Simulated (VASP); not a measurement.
# Si8O15 (a cell with a defect) in VASP: a series of runs

The runs below take Si8O15 (a cell with a defect) through single point, with PBE+D3(BJ).

All numbers are computed with VASP 6.6.1; they aren't measurements. Logs are shortened: lines on timing, memory, paths and dates and some standing lists are left out, and cuts for length are marked.

## 1. The cell of the first run

The cell holds a defect, 23 atoms: a = 5.833 Å, b = 5.833 Å, c = 5.295 Å, α = 90.00°, β = 90.00°, γ = 90.00°.

## 2. Single point, PBE+D3(BJ)

The input, INCAR:

```
PREC = Accurate
ENCUT = 520
EDIFF = 1E-7
ISMEAR = 0
SIGMA = 0.02
LREAL = Auto
LASPH = True
NELM = 80
ALGO = Normal
ISIF = 2
LWAVE = False
LCHARG = False
GGA = PE
IVDW = 12
NBANDS = 78
NELECT = 124.0
```

The input, KPOINTS:

```
regular mesh
0
Gamma
  2 2 2
```

The input, POSCAR:

```
Si8O15
1.0
   -4.1246000000     -4.1246000000      0.0000000000
    4.1246000000     -4.1246000000      0.0000000000
    0.0000000000      0.0000000000      5.2948000000
Si O
8 15
Direct
    0.5000000000      0.4962122388     -0.0031612148
    0.0000000000      0.5428051205      0.2500000000
    0.5000000000      0.4962122388      0.5031612148
    0.0000000000      0.4948249527      0.7500000000
    0.0000000000     -0.0052199001      0.0243918562
    0.5000000000     -0.0022043350      0.2500000000
    0.0000000000     -0.0052199001      0.4756081438
    0.5000000000     -0.0043010231      0.7500000000
    0.2066345827      0.4957496485     -0.0157433709
    0.7933654173      0.4957496485     -0.0157433709
    0.0000000000      1.2364483829      0.2500000000
    0.2066345827      0.4957496485      0.5157433709
    0.0000000000      0.1878116666      0.7500000000
    0.7933654173      0.4957496485      0.5157433709
    0.0000000000      0.8011855695      0.7500000000
    0.6918651506     -0.0035433739      0.0028363678
    0.5000000000      0.6913998933      0.2500000000
    0.3081348494     -0.0035433739      0.0028363678
    0.5000000000      0.3020101343      0.2500000000
    0.6918651506     -0.0035433739      0.4971636322
    0.5000000000      0.6975151530      0.7500000000
    0.3081348494     -0.0035433739      0.4971636322
    0.5000000000      0.2959945207      0.7500000000
```

Potentials or basis: VASP PAW PBE potentials, release 64 (Si, O).

Command:

```sh
> cat potpaw_PBE.64/Si/POTCAR potpaw_PBE.64/O/POTCAR > POTCAR
> mpirun -np 1 vasp_std > vasp.out
```

OUTCAR:

```text
PREC = Accurate
   ENCUT = 520
   EDIFF = 1E-7
   ISMEAR = 0
   LREAL = Auto
   LASPH = True
   NELM = 80
   ISIF = 2
   GGA = PE
   IVDW = 12
   NELECT = 124.0
 IVDW          = 12

 ion  position               nearest neighbor table
   1  0.500  0.496  0.997-   9 1.71  10 1.71  23 1.75  19 1.75  21 1.76  17 1.76   3 2.61   3 2.68

   2  0.000  0.543  0.250-  11 1.79  10 1.87   9 1.87  12 1.87  14 1.87   4 2.66   4 2.66   5 2.89
                             7 2.89
   3  0.500  0.496  0.503-  12 1.71  14 1.71  23 1.75  19 1.75  21 1.76  17 1.76   1 2.61   1 2.68
[... 12 lines left out ...]
  10  0.793  0.496  0.984-   1 1.71   4 1.73   2 1.87
  11  0.000  0.236  0.250-   2 1.79   5 1.85   7 1.85
  12  0.207  0.496  0.516-   3 1.71   4 1.73   2 1.87
  13  0.000  0.188  0.750-   4 1.79   5 1.84   7 1.84
  14  0.793  0.496  0.516-   3 1.71   4 1.73   2 1.87
  15  0.000  0.801  0.750-   4 1.79   5 1.84   7 1.84
  16  0.692  0.996  0.003-   6 1.72   8 1.74   5 1.80
  17  0.500  0.691  0.250-   1 1.76   3 1.76   6 1.79
  18  0.308  0.996  0.003-   6 1.72   8 1.74   5 1.80
  19  0.500  0.302  0.250-   1 1.75   3 1.75   6 1.77
  20  0.692  0.996  0.497-   6 1.72   8 1.74   7 1.80
  21  0.500  0.698  0.750-   8 1.74   3 1.76   1 1.76
  22  0.308  0.996  0.497-   6 1.72   8 1.74   7 1.80
  23  0.500  0.296  0.750-   8 1.75   3 1.75   1 1.75

  LATTYP: Found a simple tetragonal cell.
 ALAT       =     5.8330652594
 C/A-ratio  =     0.9077217148

  Lattice vectors:

 A1 = (  -4.1246000000,  -4.1246000000,   0.0000000000)
 A2 = (   4.1246000000,  -4.1246000000,   0.0000000000)
 A3 = (   0.0000000000,   0.0000000000,   5.2948000000)

Analysis of symmetry for initial positions (statically):
=====================================================================
 Subroutine PRICEL returns:
 Original cell was already a primitive cell.

 Routine SETGRP: Setting up the symmetry group for a
 simple tetragonal supercell.

 Subroutine GETGRP returns: Found  4 space group operations
 (whereof  2 operations were pure point group operations)
 out of a pool of 16 trial point group operations.

The static configuration has the point symmetry C_1h.
 The point group associated with its full space group is C_2v.

Analysis of symmetry for dynamics (positions and initial velocities):
=====================================================================
 Subroutine PRICEL returns:
 Original cell was already a primitive cell.

 Routine SETGRP: Setting up the symmetry group for a
 simple tetragonal supercell.

 Subroutine GETGRP returns: Found  4 space group operations
 (whereof  2 operations were pure point group operations)
 out of a pool of 16 trial point group operations.
[... 135 lines left out ...]
   POTIM  = 0.5000    time-step for ionic-motion
   TEBEG  =    0.0;   TEEND  =   0.0 temperature during run
   PSTRESS=    0.0 pullay stress
   NELECT =     124.0000    total number of electrons
   NUPDOWN=      -1.0000    fix difference up-down
   EMIN   =  10.00;   EMAX   =-10.00  energy-range for DOS
   EFERMI =   0.00;   METHOD = LEGACY
   ISMEAR =     0;   SIGMA  =   0.02  broadening in eV -4-tet -1-fermi 0-gaus
   EFERMI_NEDOS =   21; number of points for ismear=-14 and -15
   IALGO  =     38    algorithm
   IMIX   =      4    mixing-type and parameters
     AMIX     =   0.40;   BMIX     =  1.00
     AMIX_MAG =   1.60;   BMIX_MAG =  1.00
  volume/ion in A,a.u.               =       7.83        52.86
  Fermi-wavevector in a.u.,A,eV,Ry     =   1.445443  2.731491 28.426728  2.089306
  Thomas-Fermi vector in A             =   2.563624
   LORBIT       =      0    0 simple, 1 ext, 2 COOP (PROOUT), +10 PAW based schemes
   GGA     = PE    functional components
   LHFCALC =     F    Hartree Fock is set to
   AEXX    =    0.0000 exact exchange contribution
   IVDW    =    12    specifies the selected vdW correction
   LEPSILON=     F    determine dielectric tensor
   LRPA    =     F    only Hartree local field effects (RPA)
 non-spin polarized calculation
 Gauss-broadening in eV      SIGMA  =   0.02
  energy-cutoff  :      520.00
  volume of cell :      180.15
 maximum number of plane-waves:      4880
 NGX is ok and might be reduce to    48
   NGX = 21   NGY = 21   NGZ = 19

 number of electron     123.9999985 magnetization

 Free energy of the ion-electron system (eV)
  ---------------------------------------------------
  ext. energy  EPLUGINS =         0.00000000
  ---------------------------------------------------
  free energy    TOTEN  =      -146.69476918 eV

  energy without entropy =     -146.69476862  energy(sigma->0) =     -146.69476890

 E-fermi :  13.4578     XC(G=0): -12.4075

 val. band max:       13.3994173915   @ k =   0.0000   0.0000   0.5000
 cond. band min:      13.5161754635   @ k =   0.5000   0.0000   0.0000
 fundamental gap:      0.1167580720
 Fermi energy:        13.4577964365

 k-point     1 :       0.0000    0.0000    0.0000
  band No.  band energies     occupation
      1     -14.6430      2.00000
      2     -12.7803      2.00000
      3     -12.1172      2.00000
      4     -12.0912      2.00000
      5     -11.8765      2.00000
      6     -11.5272      2.00000
[... 605 lines left out ...]
     73      18.8590      0.00000
     74      19.0721      0.00000
 [bands above 74 left out]

------------------------ aborting loop because EDIFF is reached ----------------------------------------

 Edisp (eV)   -5.67690

 E8    (eV) :    -1.9678

  FORCE on cell =-STRESS in cart. coord.  units (eV):
  Direction    XX          YY          ZZ          XY          YZ          ZX
  --------------------------------------------------------------------------------------
  -------------------------------------------------------------------------------------
  Total      56.17752    56.17752    55.10509     3.90233     0.00000    -0.00000
  in kB     499.60864   499.60864   490.07110    34.70492     0.00000    -0.00000
  external pressure =      496.43 kB  Pullay stress =        0.00 kB

 VOLUME and BASIS-vectors are now :
 -----------------------------------------------------------------------------
  energy-cutoff  :      520.00
  volume of cell :      180.15
      direct lattice vectors                 reciprocal lattice vectors
    -4.124600000 -4.124600000  0.000000000    -0.121223876 -0.121223876  0.000000000
     4.124600000 -4.124600000  0.000000000     0.121223876 -0.121223876  0.000000000
     0.000000000  0.000000000  5.294800000     0.000000000  0.000000000  0.188864546

 POSITION                                       TOTAL-FORCE (eV/Angst)
 -----------------------------------------------------------------------------------
     -0.01562     -4.10898      5.27806         0.000753     -0.000753      0.009252
      2.23885     -2.23885      1.32370         0.005766     -0.005766      0.000000
     -0.01562     -4.10898      2.66414         0.000753     -0.000753     -0.009252
      2.04095     -2.04095      3.97110        -0.005417      0.005417      0.000000
      4.10307     -4.10307      0.12915        -0.005260      0.005260      0.004938
      2.05321     -6.17781      1.32370         0.006975     -0.006975      0.000000
[... 15 lines left out ...]
      2.83905     -5.38092      2.63238         0.019479      0.018665      0.005597
     -0.84144     -3.28316      3.97110        -0.005751      0.005751      0.000000
 -----------------------------------------------------------------------------------
    total drift:                               -0.008729      0.008729     -0.000002

  FREE ENERGIE OF THE ION-ELECTRON SYSTEM (eV)
  ---------------------------------------------------
  free  energy   TOTEN  =      -152.3716680638 eV

  energy  without entropy=     -152.3716675013  energy(sigma->0) =     -152.37166778
```

OSZICAR:

```text
N       E                     dE             d eps       ncg     rms          rms(c)
DAV:   1     0.724070517649E+03    0.72407E+03   -0.70277E+04  1248   0.156E+03
DAV:   2    -0.125250598725E+03   -0.84932E+03   -0.83054E+03  1472   0.345E+02
DAV:   3    -0.165872635227E+03   -0.40622E+02   -0.40396E+02  1536   0.776E+01
DAV:   4    -0.166290868439E+03   -0.41823E+00   -0.41702E+00  1536   0.859E+00
DAV:   5    -0.166295696139E+03   -0.48277E-02   -0.48244E-02  1504   0.864E-01    0.358E+01
DAV:   6    -0.146616644676E+03    0.19679E+02   -0.77840E+01  1416   0.327E+01    0.166E+01
DAV:   7    -0.146658827155E+03   -0.42182E-01   -0.28426E+00  1472   0.606E+00    0.620E+00
DAV:   8    -0.146674822433E+03   -0.15995E-01   -0.17654E-01  1504   0.186E+00    0.228E+00
DAV:   9    -0.146692635966E+03   -0.17814E-01   -0.43444E-02  1536   0.118E+00    0.421E-01
DAV:  10    -0.146694491178E+03   -0.18552E-02   -0.73838E-03  1464   0.366E-01    0.324E-01
DAV:  11    -0.146694663292E+03   -0.17211E-03   -0.11325E-03  1464   0.174E-01    0.130E-01
DAV:  12    -0.146694760043E+03   -0.96751E-04   -0.20691E-04  1504   0.653E-02    0.256E-02
DAV:  13    -0.146694768913E+03   -0.88707E-05   -0.24068E-05  1472   0.213E-02    0.903E-03
DAV:  14    -0.146694768778E+03    0.13549E-06   -0.29341E-06  1472   0.688E-03    0.297E-03
DAV:  15    -0.146694769176E+03   -0.39828E-06   -0.61296E-07  1432   0.382E-03    0.172E-03
DAV:  16    -0.146694769178E+03   -0.21719E-08   -0.46681E-08   840   0.107E-03
   1 F= -.15237167E+03 E0= -.15237167E+03  d E =-.562451E-06
```

stdout:

```text
POSCAR found type information on POSCAR SiO
 POSCAR found :  2 types and      23 ions
 scaLAPACK will be used
 LDA part: xc-table for (Slater+PW92), standard interpolation
 POSCAR, INCAR and KPOINTS ok, starting setup
 FFT: planning ... GRIDC
 FFT: planning ... GRID_SOFT
 FFT: planning ... GRID
 WAVECAR not read
 entering main loop
 the old and the new charge density differ
 old charge density:   122.00000 new  124.00000
    0.358E+01
```

Run time: 81 s. Hardware: 1 thread of Intel Xeon 6975P-C (Granite Rapids), shared host; peak memory 0.31 GiB.

Results:

* Free energy: -152.3717 eV
* Largest force: 0.028 eV/Å
* Dispersion energy per atom: -0.247 eV

Forces on the atoms (eV/Å):
```
Si   0.001 -0.001  0.009
Si   0.006 -0.006  0.000
Si   0.001 -0.001 -0.009
Si  -0.005  0.005  0.000
Si  -0.005  0.005  0.005
Si   0.007 -0.007  0.000
Si  -0.005  0.005 -0.005
Si   0.001 -0.001  0.000
O   -0.003 -0.001  0.001
O    0.001  0.003  0.001
O    0.012 -0.012  0.000
O   -0.003 -0.001 -0.001
O   -0.007  0.007  0.000
O    0.001  0.003 -0.001
O    0.001 -0.001  0.000
O   -0.019 -0.019 -0.006
O    0.007 -0.007  0.000
O    0.019  0.019 -0.006
O   -0.010  0.010  0.000
O   -0.019 -0.019  0.006
O    0.004 -0.004  0.000
O    0.019  0.019  0.006
O   -0.006  0.006  0.000
```

Levels at points of the mesh, in eV from the Fermi level:
```tsv
k point	band 58	band 59	band 60	band 61	band 62	band 63	band 64	band 65	band 66	band 67
(0.00, 0.00, 0.00)	-6.13	-5.90	-5.38	-4.97	-0.21	1.24	1.40	1.47	2.70	2.82
(0.50, 0.00, 0.00)	-6.55	-6.10	-5.67	-4.51	0.06	1.06	1.97	2.35	2.85	2.89
(0.00, 0.50, 0.00)	-6.33	-6.14	-5.46	-5.13	-0.99	1.23	1.97	2.40	2.56	2.89
(0.50, 0.50, 0.00)	-6.20	-6.17	-5.55	-4.84	-0.69	1.65	1.97	2.96	3.17	3.56
(0.00, 0.00, 0.50)	-6.24	-5.69	-5.65	-4.52	-0.48	-0.06	2.83	3.03	3.32	3.34
(0.50, 0.00, 0.50)	-5.85	-5.65	-5.55	-4.44	0.21	0.23	2.50	3.09	3.23	3.47
(0.00, 0.50, 0.50)	-5.95	-5.75	-5.52	-4.77	-0.45	-0.39	3.03	3.32	3.38	3.73
(0.50, 0.50, 0.50)	-6.20	-6.13	-5.68	-4.42	-0.36	0.19	2.40	4.34	4.36	4.42
```

Caveat: the k points lie up to 0.59 Å⁻¹ apart; the cell carries a net charge on a neutralising background, which shifts energy and pressure; the cell is charged against a uniform background, so pressure and absolute levels hang on convention.

(Part 1 of 2 ends here.)
